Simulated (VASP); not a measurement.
# SiO2 (Pbcn) in VASP: notebook

The runs below take SiO2 through electric field gradients, with PBE, r2SCAN.

Everything below comes from runs of VASP 6.6.1. Logs are shortened: lines on timing, memory, paths and dates and some standing lists are left out, and cuts for length are marked.

## 1. The cell of the first run

The structure is orthorhombic, space group Pbcn (No. 60). Conventional cell: a = 4.097 Å, b = 5.046 Å, c = 4.495 Å, α = 90.00°, β = 90.00°, γ = 90.00°. Si (site symmetry 2) has 6 O at 1.74 to 1.85 Å within 2.3 Å. O (site symmetry 1) has 3 Si at 1.74 to 1.85 Å within 2.3 Å.

## 2. Electric field gradients, PBE

INCAR reads:

```
PREC = Accurate
ENCUT = 520
EDIFF = 1E-8
ISMEAR = -1
SIGMA = 0.02
LREAL = F
LASPH = T
NELM = 100
ALGO = Normal
ISIF = 2
LWAVE = F
LCHARG = F
GGA = PE
LEFG = T
NBANDS = 44
```

KPOINTS reads:

```
Automatic mesh
0
Gamma
  5 4 5
```

POSCAR reads:

```
SiO2
1.0
    4.0970000000      0.0000000000      0.0000000000
    0.0000000000      5.0462000000      0.0000000000
    0.0000000000      0.0000000000      4.4946000000
Si O
4 8
Direct
    0.0000000000      0.1522000000      0.2500000000
    0.5000000000      0.3478000000      0.7500000000
    0.0000000000      0.8478000000      0.7500000000
    0.5000000000      0.6522000000      0.2500000000
    0.7336000000      0.6245000000      0.9186000000
    0.7664000000      0.8755000000      0.4186000000
    0.2336000000      0.8755000000      0.0814000000
    0.2664000000      0.6245000000      0.5814000000
    0.2664000000      0.3755000000      0.0814000000
    0.2336000000      0.1245000000      0.5814000000
    0.7664000000      0.1245000000      0.9186000000
    0.7336000000      0.3755000000      0.4186000000
```

Potentials or basis: VASP PAW PBE potentials, release 64 (Si, O).

Run with:

```sh
$ cat potpaw_PBE.64/Si/POTCAR potpaw_PBE.64/O/POTCAR > POTCAR
$ mpirun -np 1 vasp_std > vasp.out
```

OUTCAR:

```text
PREC = Accurate
   ENCUT = 520
   EDIFF = 1E-8
   ISMEAR = -1
   LREAL = F
   LASPH = T
   NELM = 100
   ISIF = 2
   GGA = PE

 ion  position               nearest neighbor table
   1  0.000  0.152  0.250-   9 1.74  12 1.74  11 1.78  10 1.78   6 1.85   7 1.85   3 2.72   3 2.72

   2  0.500  0.348  0.750-  10 1.74  11 1.74   9 1.78  12 1.78   5 1.85   8 1.85   4 2.72   4 2.72

   3  0.000  0.848  0.750-   5 1.74   8 1.74   7 1.78   6 1.78  10 1.85  11 1.85   1 2.72   1 2.72

   4  0.500  0.652  0.250-   6 1.74   7 1.74   5 1.78   8 1.78   9 1.85  12 1.85   2 2.72   2 2.72

   5  0.734  0.624  0.919-   3 1.74   4 1.78   2 1.85
   6  0.766  0.876  0.419-   4 1.74   3 1.78   1 1.85
   7  0.234  0.876  0.081-   4 1.74   3 1.78   1 1.85
   8  0.266  0.624  0.581-   3 1.74   4 1.78   2 1.85
   9  0.266  0.376  0.081-   1 1.74   2 1.78   4 1.85
  10  0.234  0.124  0.581-   2 1.74   1 1.78   3 1.85
  11  0.766  0.124  0.919-   2 1.74   1 1.78   3 1.85
  12  0.734  0.376  0.419-   1 1.74   2 1.78   4 1.85

  LATTYP: Found a simple orthorhombic cell.
 ALAT       =     4.0970000000
 B/A-ratio  =     1.0970466195
 C/A-ratio  =     1.2316817183

  Lattice vectors:

 A1 = (  -4.0970000000,   0.0000000000,   0.0000000000)
 A2 = (   0.0000000000,   0.0000000000,   4.4946000000)
 A3 = (   0.0000000000,   5.0462000000,   0.0000000000)

Analysis of symmetry for initial positions (statically):
=====================================================================
 Subroutine PRICEL returns:
 Original cell was already a primitive cell.

 Routine SETGRP: Setting up the symmetry group for a
 simple orthorhombic supercell.

 Subroutine GETGRP returns: Found  8 space group operations
 (whereof  2 operations were pure point group operations)
 out of a pool of  8 trial point group operations.

The static configuration has the point symmetry S_2 .
 The point group associated with its full space group is D_2h.

Analysis of symmetry for dynamics (positions and initial velocities):
=====================================================================
 Subroutine PRICEL returns:
 Original cell was already a primitive cell.

 Routine SETGRP: Setting up the symmetry group for a
 simple orthorhombic supercell.

 Subroutine GETGRP returns: Found  8 space group operations
 (whereof  2 operations were pure point group operations)
 out of a pool of  8 trial point group operations.

The dynamic configuration has the point symmetry S_2 .
 The point group associated with its full space group is D_2h.

 Subroutine INISYM returns: Found  8 space group operations
 (whereof  2 operations are pure point group operations),
 and found     1 'primitive' translations

----------------------------------------------------------------------------------------

                                     Primitive cell

  volume of cell :      92.9226

  direct lattice vectors                    reciprocal lattice vectors
     4.097000000  0.000000000  0.000000000     0.244081035  0.000000000  0.000000000
     0.000000000  5.046200000  0.000000000     0.000000000  0.198168919  0.000000000
     0.000000000  0.000000000  4.494600000     0.000000000  0.000000000  0.222489209

  length of vectors
     4.097000000  5.046200000  4.494600000     0.244081035  0.198168919  0.222489209

  position of ions in fractional coordinates (direct lattice)
     0.000000000  0.152200000  0.250000000
     0.500000000  0.347800000  0.750000000
     0.000000000  0.847800000  0.750000000
     0.500000000  0.652200000  0.250000000
     0.733600000  0.624500000  0.918600000
     0.766400000  0.875500000  0.418600000
     0.233600000  0.875500000  0.081400000
     0.266400000  0.624500000  0.581400000
     0.266400000  0.375500000  0.081400000
     0.233600000  0.124500000  0.581400000
     0.766400000  0.124500000  0.918600000
     0.733600000  0.375500000  0.418600000

  ion indices of the primitive-cell ions
   primitive index   ion index
                 1           1
                 2           2
                 3           3
                 4           4
                 5           5
                 6           6
                 7           7
                 8           8
                 9           9
                10          10
                11          11
                12          12

----------------------------------------------------------------------------------------

 KPOINTS: Automatic mesh

Automatic generation of k-mesh.
 Grid dimensions read from file:
 generate k-points for:    5    4    5
[... 54 lines left out ...]
 SYSTEM =  unknown system
   PREC   = accura    normal or accurate (medium, high low for compatibility)
   ISTART =      0    job   : 0-new  1-cont  2-samecut
   ICHARG =      2    charge: 1-file 2-atom 10-const
   ISPIN  =      1    spin polarized calculation?
   LNONCOLLINEAR =      F non collinear calculations
   LSORBIT =      F    spin-orbit coupling
   LASPH  =      T    aspherical Exc in radial PAW
   ENCUT  =  520.0 eV  38.22 Ry    6.18 a.u.   7.62  9.38  8.36*2*pi/ulx,y,z
   NELM   =    100;   NELMIN=  2; NELMDL= -5     # of ELM steps
   EDIFF  = 0.1E-07   stopping-criterion for ELM
   LREAL  =      F    real-space projection
   EDIFFG = 0.1E-06   stopping-criterion for IOM
   NSW    =      0    number of steps for IOM
   IBRION =     -1    ionic relax: 0-MD 1-quasi-New 2-CG
   NFREE  =      0    steps in history (QN), initial steepest desc. (CG)
   ISIF   =      2    stress and relaxation
   ISYM   =      2    0-nonsym 1-usesym 2-fastsym
   POTIM  = 0.5000    time-step for ionic-motion
   TEBEG  =    0.0;   TEEND  =   0.0 temperature during run
   PSTRESS=    0.0 pullay stress
   NELECT =      64.0000    total number of electrons
   NUPDOWN=      -1.0000    fix difference up-down
   EMIN   =  10.00;   EMAX   =-10.00  energy-range for DOS
   EFERMI =   0.00;   METHOD = LEGACY
   ISMEAR =    -1;   SIGMA  =   0.02  broadening in eV -4-tet -1-fermi 0-gaus
   EFERMI_NEDOS =   21; number of points for ismear=-14 and -15
   IALGO  =     38    algorithm
   IMIX   =      4    mixing-type and parameters
     AMIX     =   0.40;   BMIX     =  1.00
     AMIX_MAG =   1.60;   BMIX_MAG =  1.00
  volume/ion in A,a.u.               =       7.74        52.26
  Fermi-wavevector in a.u.,A,eV,Ry     =   1.445754  2.732078 28.438951  2.090204
  Thomas-Fermi vector in A             =   2.563900
   LORBIT       =      0    0 simple, 1 ext, 2 COOP (PROOUT), +10 PAW based schemes
   GGA     = PE    functional components
   LHFCALC =     F    Hartree Fock is set to
   AEXX    =    0.0000 exact exchange contribution
   IVDW    =     0    specifies the selected vdW correction
   LEPSILON=     F    determine dielectric tensor
   LRPA    =     F    only Hartree local field effects (RPA)
 non-spin polarized calculation
  energy-cutoff  :      520.00
  volume of cell :       92.92
 maximum number of plane-waves:      2521
   NGX = 15   NGY = 19   NGZ = 17

 number of electron      63.9999988 magnetization

 Free energy of the ion-electron system (eV)
  ---------------------------------------------------
  ext. energy  EPLUGINS =         0.00000000
  ---------------------------------------------------
  free energy    TOTEN  =       -91.76098032 eV

  energy without entropy =      -91.76098032  energy(sigma->0) =      -91.76098032

 E-fermi :   8.2986     XC(G=0): -12.3284

 val. band max:        7.8508297506   @ k =   0.0000   0.0000   0.0000
 cond. band min:      13.4182442666   @ k =   0.0000   0.0000   0.0000
 fundamental gap:      5.5674145160
 Fermi energy:         8.2986193449

 k-point     1 :       0.0000    0.0000    0.0000
  band No.  band energies     occupation
      1     -14.1096      2.00000
      2     -11.1554      2.00000
      3     -11.0998      2.00000
      4     -11.0566      2.00000
      5     -10.6187      2.00000
      6      -9.9288      2.00000
[... 1117 lines left out ...]
     43      20.2186      0.00000
     44      20.5821      0.00000

 [... further k-points ...]
[... 5 lines left out ...]
  --------------------------------------------------------------------------------------
  -------------------------------------------------------------------------------------
  Total        2.0356875      4.0964680      3.9267457      0.0000000      0.0000000      0.0000000
  in kB       35.0994431     70.6315400     67.7051786      0.0000000      0.0000000      0.0000000
  external PRESSURE =      57.8120539 kB  Pullay stress =       0.0000000 kB

 VOLUME and BASIS-vectors are now :
 -----------------------------------------------------------------------------
  energy-cutoff  :      520.00
  volume of cell :       92.92
      direct lattice vectors                 reciprocal lattice vectors
     4.097000000  0.000000000  0.000000000     0.244081035  0.000000000  0.000000000
     0.000000000  5.046200000  0.000000000     0.000000000  0.198168919  0.000000000
     0.000000000  0.000000000  4.494600000     0.000000000  0.000000000  0.222489209

 POSITION                                       TOTAL-FORCE (eV/Angst)
 -----------------------------------------------------------------------------------
      0.00000      0.76803      1.12365         0.000000     -0.339458      0.000000
      2.04850      1.75507      3.37095        -0.000000      0.339458      0.000000
      0.00000      4.27817      3.37095        -0.000000      0.339458     -0.000000
      2.04850      3.29113      1.12365         0.000000     -0.339458      0.000000
      3.00556      3.15135      4.12874        -0.557069     -0.810666      0.170011
      3.13994      4.41795      1.88144         0.557069      0.810666      0.170011
      0.95706      4.41795      0.36586        -0.557069      0.810666     -0.170011
      1.09144      3.15135      2.61316         0.557069     -0.810666     -0.170011
      1.09144      1.89485      0.36586         0.557069      0.810666     -0.170011
      0.95706      0.62825      2.61316        -0.557069     -0.810666     -0.170011
      3.13994      0.62825      4.12874         0.557069     -0.810666      0.170011
      3.00556      1.89485      1.88144        -0.557069      0.810666      0.170011
 -----------------------------------------------------------------------------------
    total drift:                               -0.000000      0.000000     -0.000000

  FREE ENERGIE OF THE ION-ELECTRON SYSTEM (eV)
  ---------------------------------------------------
  free  energy   TOTEN  =       -91.7609803180 eV

  energy  without entropy=      -91.7609803180  energy(sigma->0) =      -91.76098032

 Electric field gradients (V/A^2)
---------------------------------------------------------------------
 ion       V_xx      V_yy      V_zz      V_xy      V_xz      V_yz
---------------------------------------------------------------------
   1      -2.258     9.396    -7.138     0.000    -2.092     0.000
   2      -2.258     9.396    -7.138     0.000     2.092    -0.000
   3      -2.258     9.396    -7.138    -0.000    -2.092    -0.000
   4      -2.258     9.396    -7.138     0.000     2.092     0.000
   5     -18.879    -2.227    21.106    77.494   -62.851    20.908
   6     -18.879    -2.227    21.106    77.494    62.851   -20.908
   7     -18.879    -2.227    21.106   -77.494    62.851    20.908
   8     -18.879    -2.227    21.106   -77.494   -62.851   -20.908
   9     -18.879    -2.227    21.106    77.494   -62.851    20.908
  10     -18.879    -2.227    21.106    77.494    62.851   -20.908
  11     -18.879    -2.227    21.106   -77.494    62.851    20.908
  12     -18.879    -2.227    21.106   -77.494   -62.851   -20.908
---------------------------------------------------------------------

 Electric field gradients after diagonalization (V/A^2)
 (convention: |V_zz| > |V_xx| > |V_yy|)
----------------------------------------------------------------------
 ion       V_xx      V_yy      V_zz     asymmetry (V_yy - V_xx)/ V_zz
----------------------------------------------------------------------
   1      -7.912    -1.484     9.396       0.684
   2      -7.912    -1.484     9.396       0.684
   3      -7.912    -1.484     9.396       0.684
   4      -7.912    -1.484     9.396       0.684
   5      84.162    31.971  -116.133       0.449
   6      84.162    31.971  -116.133       0.449
   7      84.162    31.971  -116.133       0.449
   8      84.162    31.971  -116.133       0.449
   9      84.162    31.971  -116.133       0.449
  10      84.162    31.971  -116.133       0.449
  11      84.162    31.971  -116.133       0.449
  12      84.162    31.971  -116.133       0.449
----------------------------------------------------------------------

           NMR quadrupolar parameters

 Cq : quadrupolar parameter    Cq=e*Q*V_zz/h
 eta: asymmetry parameters     (V_yy - V_xx)/ V_zz
 Q  : nuclear electric quadrupole moment in mb (millibarn)
----------------------------------------------------------------------
 ion       Cq(MHz)       eta       Q (mb)
----------------------------------------------------------------------
   1       0.023       0.684       1.000
   2       0.023       0.684       1.000
   3       0.023       0.684       1.000
   4       0.023       0.684       1.000
   5      -0.281       0.449       1.000
   6      -0.281       0.449       1.000
   7      -0.281       0.449       1.000
   8      -0.281       0.449       1.000
   9      -0.281       0.449       1.000
  10      -0.281       0.449       1.000
  11      -0.281       0.449       1.000
  12      -0.281       0.449       1.000
----------------------------------------------------------------------
```

It took 2.4 min on 1 thread of Intel Xeon 8259CL, shared host; peak memory 0.23 GiB.

Results:

| Property | Result |
| --- | --- |
| Free energy | -91.7610 eV |
| Pressure | 5.8 GPa |
| Largest force | 0.998 eV/Å |
| Band gap on the k mesh | 5.57 eV |
| Largest electric field gradient by atom | Si +9.4; O -116.1 V/Å² |

Forces on the atoms (eV/Å):
```
Si   0.000 -0.339  0.000
Si   0.000  0.339  0.000
Si   0.000  0.339  0.000
Si   0.000 -0.339  0.000
O   -0.557 -0.811  0.170
O    0.557  0.811  0.170
O   -0.557  0.811 -0.170
O    0.557 -0.811 -0.170
O    0.557  0.811 -0.170
O   -0.557 -0.811 -0.170
O    0.557 -0.811  0.170
O   -0.557  0.811  0.170
```

Stress tensor (GPa, compression positive):
```
3.51 0.00 0.00
0.00 7.06 0.00
0.00 0.00 6.77
```

Electric field gradients, principal values (V/Å²):
| atom | least | middle | greatest (by size) |
| --- | --- | --- | --- |
| 1 Si | -1.484 | -7.912 | 9.396 |
| 2 Si | -1.484 | -7.912 | 9.396 |
| 3 Si | -1.484 | -7.912 | 9.396 |
| 4 Si | -1.484 | -7.912 | 9.396 |
| 5 O | 31.971 | 84.162 | -116.133 |
| 6 O | 31.971 | 84.162 | -116.133 |
| 7 O | 31.971 | 84.162 | -116.133 |
| 8 O | 31.971 | 84.162 | -116.133 |
| 9 O | 31.971 | 84.162 | -116.133 |
| 10 O | 31.971 | 84.162 | -116.133 |
| 11 O | 31.971 | 84.162 | -116.133 |
| 12 O | 31.971 | 84.162 | -116.133 |

Caveat: the cell stands under pressure; without QUAD_EFG the Cq values of the log hold for a quadrupole moment of 1 mb, not for the nuclei.

[end of part 1 of 2]
